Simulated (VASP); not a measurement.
# Sb (Im-3m) in VASP: further runs

The runs below take Sb through single point, with LDA.

Program: VASP 6.6.1. These are calculated values, not measurements. Logs are shortened: lines on timing, memory, paths and dates and some standing lists are left out, and cuts for length are marked.

## Step 1: The cell of the first run

Symmetry: Im-3m, No. 229, cubic system. The conventional cell has a = 3.127 Å, b = 3.127 Å, c = 3.127 Å, α = 90.00°, β = 90.00°, γ = 90.00°. Sb (site symmetry m-3m) has 14 Sb at 2.71 to 3.13 Å within 3.6 Å.

## Step 2: Single point, LDA (volume scaled by 0.6)

The input, INCAR:

```
ALGO = Normal
EDIFF = 1E-6
ENCUT = 520
ISIF = 2
ISMEAR = -1
LASPH = True
LCHARG = False
LREAL = False
LWAVE = False
NBANDS = 8
NELM = 100
PREC = Accurate
SIGMA = 0.08
```

The input, KPOINTS:

```
k-points
0
Gamma
  14 14 14
```

The input, POSCAR:

```
Sb
1.0
   -1.5632731941      1.5632731941      1.5632731941
    1.5632731941     -1.5632731941      1.5632731941
    1.5632731941      1.5632731941     -1.5632731941
Sb
1
Direct
    0.0000000000      0.0000000000      0.0000000000
```

Potentials or basis: VASP PAW LDA potentials, release 64 (Sb).

Run with:

```
> cat potpaw_LDA.64/Sb/POTCAR > POTCAR
> mpirun -np 1 vasp_std > vasp.out
```

OUTCAR:

```text
EDIFF = 1E-6
   ENCUT = 520
   ISIF = 2
   ISMEAR = -1
   LASPH = True
   LREAL = False
   NELM = 100
   PREC = Accurate

 ion  position               nearest neighbor table
   1  0.000  0.000  0.000-

  LATTYP: Found a body centered cubic cell.
 ALAT       =     3.1265463882

  Lattice vectors:

 A1 = (  -1.5632731941,   1.5632731941,   1.5632731941)
 A2 = (   1.5632731941,  -1.5632731941,   1.5632731941)
 A3 = (   1.5632731941,   1.5632731941,  -1.5632731941)

Analysis of symmetry for initial positions (statically):
=====================================================================
 Subroutine PRICEL returns:
 Original cell was already a primitive cell.

 Routine SETGRP: Setting up the symmetry group for a
 body centered cubic supercell.

 Subroutine GETGRP returns: Found 48 space group operations
 (whereof 48 operations were pure point group operations)
 out of a pool of 48 trial point group operations.

The static configuration has the point symmetry O_h .

Analysis of symmetry for dynamics (positions and initial velocities):
=====================================================================
 Subroutine PRICEL returns:
 Original cell was already a primitive cell.

 Routine SETGRP: Setting up the symmetry group for a
 body centered cubic supercell.

 Subroutine GETGRP returns: Found 48 space group operations
 (whereof 48 operations were pure point group operations)
 out of a pool of 48 trial point group operations.

The dynamic configuration has the point symmetry O_h .

 Subroutine INISYM returns: Found 48 space group operations
 (whereof 48 operations are pure point group operations),
 and found     1 'primitive' translations

----------------------------------------------------------------------------------------

                                     Primitive cell

  volume of cell :      15.2815

  direct lattice vectors                    reciprocal lattice vectors
    -1.563273194  1.563273194  1.563273194     0.000000000  0.319841728  0.319841728
     1.563273194 -1.563273194  1.563273194     0.319841728  0.000000000  0.319841728
     1.563273194  1.563273194 -1.563273194     0.319841728  0.319841728  0.000000000

  length of vectors
     2.707668598  2.707668598  2.707668598     0.452324510  0.452324510  0.452324510

  position of ions in fractional coordinates (direct lattice)
     0.000000000  0.000000000  0.000000000

  ion indices of the primitive-cell ions
   primitive index   ion index
                 1           1

----------------------------------------------------------------------------------------

 KPOINTS: k-points

Automatic generation of k-mesh.
 Grid dimensions read from file:
 generate k-points for:   14   14   14

 Generating k-lattice:

  Cartesian coordinates                     Fractional coordinates (reciprocal lattice)
     0.000000000  0.022845838  0.022845838     0.071428571  0.000000000  0.000000000
     0.022845838  0.000000000  0.022845838     0.000000000  0.071428571  0.000000000
     0.022845838  0.022845838  0.000000000     0.000000000  0.000000000  0.071428571

  Length of vectors
     0.032308894  0.032308894  0.032308894

  Shift w.r.t. Gamma in fractional coordinates (k-lattice)
     0.000000000  0.000000000  0.000000000

 Subroutine IBZKPT returns following result:
 ===========================================

 Found    104 irreducible k-points:

 Following reciprocal coordinates:
            Coordinates               Weight
  0.000000  0.000000  0.000000      1.000000
  0.071429  0.000000  0.000000     12.000000
  0.142857  0.000000  0.000000     12.000000
  0.214286  0.000000  0.000000     12.000000
  0.285714  0.000000  0.000000     12.000000
  0.357143  0.000000  0.000000     12.000000
[... 16 lines left out ...]
  0.285714  0.285714  0.000000     24.000000
  0.357143  0.285714 -0.000000     24.000000
 [... further k-points ...]
   k-points           NKPTS =    104   k-points in BZ     NKDIM =    104   number of bands    NBANDS=      8
   number of dos      NEDOS =    301   number of ions     NIONS =      1
   total plane-waves  NPLWV =   8000
   dimension x,y,z NGX =    20 NGY =   20 NGZ =   20
   dimension x,y,z NGXF=    40 NGYF=   40 NGZF=   40
   ions per type =               1
   NGX,Y,Z   is equivalent  to a cutoff of  12.28, 12.28, 12.28 a.u.
   NGXF,Y,Z  is equivalent  to a cutoff of  24.56, 24.56, 24.56 a.u.
 SYSTEM =  unknown system
   PREC   = accura    normal or accurate (medium, high low for compatibility)
   ISTART =      0    job   : 0-new  1-cont  2-samecut
   ICHARG =      2    charge: 1-file 2-atom 10-const
   ISPIN  =      1    spin polarized calculation?
   LNONCOLLINEAR =      F non collinear calculations
   LSORBIT =      F    spin-orbit coupling
   LASPH  =      T    aspherical Exc in radial PAW
   ENCUT  =  520.0 eV  38.22 Ry    6.18 a.u.   5.03  5.03  5.03*2*pi/ulx,y,z
   NELM   =    100;   NELMIN=  2; NELMDL= -5     # of ELM steps
   EDIFF  = 0.1E-05   stopping-criterion for ELM
   LREAL  =      F    real-space projection
[... 7 lines left out ...]
   TEBEG  =    0.0;   TEEND  =   0.0 temperature during run
   PSTRESS=    0.0 pullay stress
   NELECT =       5.0000    total number of electrons
   NUPDOWN=      -1.0000    fix difference up-down
   EMIN   =  10.00;   EMAX   =-10.00  energy-range for DOS
   EFERMI =   0.00;   METHOD = LEGACY
   ISMEAR =    -1;   SIGMA  =   0.08  broadening in eV -4-tet -1-fermi 0-gaus
   EFERMI_NEDOS =   21; number of points for ismear=-14 and -15
   IALGO  =     38    algorithm
   IMIX   =      4    mixing-type and parameters
     AMIX     =   0.40;   BMIX     =  1.00
     AMIX_MAG =   1.60;   BMIX_MAG =  1.00
  volume/ion in A,a.u.               =      15.28       103.12
  Fermi-wavevector in a.u.,A,eV,Ry     =   1.128089  2.131779 17.314561  1.272584
  Thomas-Fermi vector in A             =   2.264777
   LORBIT       =      0    0 simple, 1 ext, 2 COOP (PROOUT), +10 PAW based schemes
   GGA     = CA    functional components
   LHFCALC =     F    Hartree Fock is set to
   AEXX    =    0.0000 exact exchange contribution
   IVDW    =     0    specifies the selected vdW correction
   LEPSILON=     F    determine dielectric tensor
   LRPA    =     F    only Hartree local field effects (RPA)
 non-spin polarized calculation
  energy-cutoff  :      520.00
  volume of cell :       15.28
 maximum number of plane-waves:       422
   NGX =  9   NGY =  9   NGZ =  9

 number of electron       4.9999999 magnetization

 Free energy of the ion-electron system (eV)
  ---------------------------------------------------
  ext. energy  EPLUGINS =         0.00000000
  ---------------------------------------------------
  free energy    TOTEN  =        -2.21379056 eV

  energy without entropy =       -2.20488832  energy(sigma->0) =       -2.20933944

 E-fermi :  18.4398     XC(G=0): -12.9830

 val. band max:       18.4300647143   @ k =  -0.3571   0.3571   0.2143
 cond. band min:      18.4825642088   @ k =   0.1429   0.1429   0.0714
 fundamental gap:      0.0524994945
 Fermi energy:        18.4397925466

 k-point     1 :       0.0000    0.0000    0.0000
  band No.  band energies     occupation
      1      -0.7701      2.00000
      2      29.6074      0.00000
      3      29.6074      0.00000
      4      29.6074      0.00000
      5      29.7421      0.00000
      6      29.7421      0.00000
      7      29.7421      0.00000
      8      30.5702      0.00000

 k-point     2 :       0.0714    0.0000    0.0000
  band No.  band energies     occupation
      1      -0.5970      2.00000
      2      27.0900      0.00000
      3      28.2410      0.00000
      4      28.7182      0.00000
      5      28.8819      0.00000
      6      29.3359      0.00000
      7      29.8821      0.00000
      8      31.4786      0.00000

 k-point     3 :       0.1429    0.0000    0.0000
  band No.  band energies     occupation
      1      -0.0761      2.00000
      2      23.6736      0.00000
      3      26.4960      0.00000
      4      27.2132      0.00000
      5      27.9379      0.00000
      6      28.6995      0.00000
      7      30.4327      0.00000
      8      32.0041      0.00000

 k-point     4 :       0.2143    0.0000    0.0000
  band No.  band energies     occupation
      1       0.7967      2.00000
      2      20.1567      0.00000
      3      24.8355      0.00000
      4      25.7954      0.00000
      5      27.1878      0.00000
      6      28.1224      0.00000
      7      31.3038      0.00000
      8      32.5030      0.00000

 k-point     5 :       0.2857    0.0000    0.0000
  band No.  band energies     occupation
      1       2.0262      2.00000
      2      16.7266      2.00000
      3      23.3891      0.00000
      4      24.6121      0.00000
      5      26.6253      0.00000
      6      27.6938      0.00000
      7      32.4101      0.00000
      8      33.0720      0.00000
[... 177 lines left out ...]
 k-point    22 :       0.3571    0.2143    0.0000
  band No.  band energies     occupation
      1       7.8191      2.00000
      2      10.3386      2.00000
      3      15.1786      2.00000
      4      21.7225      0.00000
      5      28.6457      0.00000
      6      31.6946      0.00000
      7      32.9458      0.00000
      8      34.1968      0.00000

 k-point    23 :       0.2857    0.2857    0.0000
  band No.  band energies     occupation
      1       7.6450      2.00000
      2      12.1005      2.00000
      3      13.1529      2.00000
      4      21.6415      0.00000
      5      29.7153      0.00000
      6      30.4897      0.00000
      7      33.2547      0.00000
      8      35.7173      0.00000

 k-point    24 :       0.3571    0.2857   -0.0000
  band No.  band energies     occupation
      1       9.4649      2.00000
      2      10.3768      2.00000
      3      12.5673      2.00000
      4      21.5099      0.00000
      5      29.8856      0.00000
      6      31.1637      0.00000
      7      32.2523      0.00000
      8      35.8605      0.00000

 [... further k-points ...]
[... 5 lines left out ...]
  --------------------------------------------------------------------------------------
  -------------------------------------------------------------------------------------
  Total       11.6696939     11.6696939     11.6696939     -0.0000000     -0.0000000      0.0000000
  in kB     1223.5040550   1223.5040550   1223.5040550     -0.0000000     -0.0000000      0.0000000
  external PRESSURE =    1223.5040550 kB  Pullay stress =       0.0000000 kB

 VOLUME and BASIS-vectors are now :
 -----------------------------------------------------------------------------
  energy-cutoff  :      520.00
  volume of cell :       15.28
      direct lattice vectors                 reciprocal lattice vectors
    -1.563273194  1.563273194  1.563273194     0.000000000  0.319841728  0.319841728
     1.563273194 -1.563273194  1.563273194     0.319841728  0.000000000  0.319841728
     1.563273194  1.563273194 -1.563273194     0.319841728  0.319841728  0.000000000

 POSITION                                       TOTAL-FORCE (eV/Angst)
 -----------------------------------------------------------------------------------
      0.00000      0.00000      0.00000         0.000000     -0.000000      0.000000
 -----------------------------------------------------------------------------------
    total drift:                               -0.000000      0.000000      0.000000

  FREE ENERGIE OF THE ION-ELECTRON SYSTEM (eV)
  ---------------------------------------------------
  free  energy   TOTEN  =        -2.2137905568 eV

  energy  without entropy=       -2.2048883151  energy(sigma->0) =       -2.20933944
```

Wall time 6.7 s (1 thread of AMD EPYC 7R13 (Zen 3), shared host); peak memory 0.09 GiB.

Results:

* Free energy: -2.2138 eV
* Pressure: 122.4 GPa

Levels at points of the mesh, in eV from the Fermi level:
```tsv
k point	band 1	band 2	band 3	band 4	band 5	band 6	band 7
(0.00, 0.00, 0.00)	-19.21	11.17	11.17	11.17	11.30	11.30	11.30
(0.50, 0.00, 0.00)	-10.71	-10.41	2.88	4.57	7.49	8.78	16.77
(0.50, 0.50, 0.50)	-4.01	-4.01	-4.01	-2.12	1.52	1.52	18.85
```

Caveat: spin-orbit coupling is left out, which moves the levels of the heavy elements.

## Step 3: Single point, LDA (volume scaled by 0.68)

The input, INCAR:

```
SYSTEM = Sb
PREC     = Accurate       ! precision mode
ENCUT    = 520            ! plane-wave cutoff, eV
EDIFF    = 1E-7           ! SCF threshold, eV
ISMEAR   = -1             ! smearing method
SIGMA    = 0.08           ! smearing width, eV
LREAL    = .FALSE.        ! projectors in reciprocal space
LASPH    = .TRUE.         ! aspherical terms in the spheres
NELM     = 60             ! most SCF steps
ALGO     = Normal         ! electronic algorithm
ISIF     = 2              ! what is computed and relaxed
LWAVE    = .FALSE.        ! write WAVECAR
LCHARG   = .FALSE.        ! write CHGCAR
GGA      = CA             ! functional
NBANDS   = 8              ! bands
```

The input, KPOINTS:

```
Automatic mesh
0
G
  14 14 14
  0 0 0
```

The input, POSCAR:

```
Sb
1.0
   -1.6298742622      1.6298742622      1.6298742622
    1.6298742622     -1.6298742622      1.6298742622
    1.6298742622      1.6298742622     -1.6298742622
Sb
1
Direct
    0.0000000000      0.0000000000      0.0000000000
```

Potentials or basis: VASP PAW LDA potentials, release 64 (Sb).

Run with:

```
> cat potpaw_LDA.64/Sb/POTCAR > POTCAR
> mpirun -np 1 vasp_std > vasp.out
```

Wall time 12 s (1 thread of AMD EPYC 7R13 (Zen 3), shared host); peak memory 0.1 GiB.

Results (log left out):

- Free energy: -3.4002 eV
- Pressure: 69.4 GPa

Levels at points of the mesh, in eV from the Fermi level:
```tsv
k point	band 1	band 2	band 3	band 4	band 5	band 6	band 7	band 8
(0.00, 0.00, 0.00)	-17.42	9.64	9.64	9.64	11.68	11.68	11.72	11.79
(0.50, 0.00, 0.00)	-10.13	-9.07	2.63	4.65	7.38	8.20	16.40	16.88
(0.50, 0.50, 0.50)	-3.40	-3.40	-3.40	-3.09	1.92	1.92	18.43	18.43
```

Caveat: spin-orbit coupling is left out, which moves the levels of the heavy elements.

## Step 4: Single point, LDA (volume scaled by 0.68)

The input, INCAR:

```
PREC = Accurate ; ENCUT = 520
EDIFF = 1E-6 ; ISMEAR = -1
SIGMA = 0.08 ; LREAL = F
LASPH = T ; NELM = 100
ALGO = Normal ; ISIF = 2
LWAVE = F ; LCHARG = F
NBANDS = 8
```

The input, KPOINTS:

```
Automatic mesh
0
Gamma
  14 14 14
```

POSCAR is that of step 3.

Run with:

```
> cat potpaw_LDA.64/Sb/POTCAR > POTCAR
> mpirun -np 1 vasp_std > vasp.out
```

It took 11 s on 1 thread of AMD EPYC 7R13 (Zen 3), shared host; peak memory 0.1 GiB.

It converged, with:

| Property | Result |
| --- | --- |
| Free energy | -3.4002 eV |
| Pressure | 69.4 GPa |

Levels at points of the mesh, in eV from the Fermi level:
```tsv
k point	band 1	band 2	band 3	band 4	band 5	band 6
(0.00, 0.00, 0.00)	-17.42	9.64	9.64	9.64	11.68	11.78
(0.50, 0.00, 0.00)	-10.13	-9.07	2.63	4.65	7.38	8.20
(0.50, 0.50, 0.50)	-3.40	-3.40	-3.40	-3.09	1.92	1.92
```

Caveat: spin-orbit coupling is left out, which moves the levels of the heavy elements.
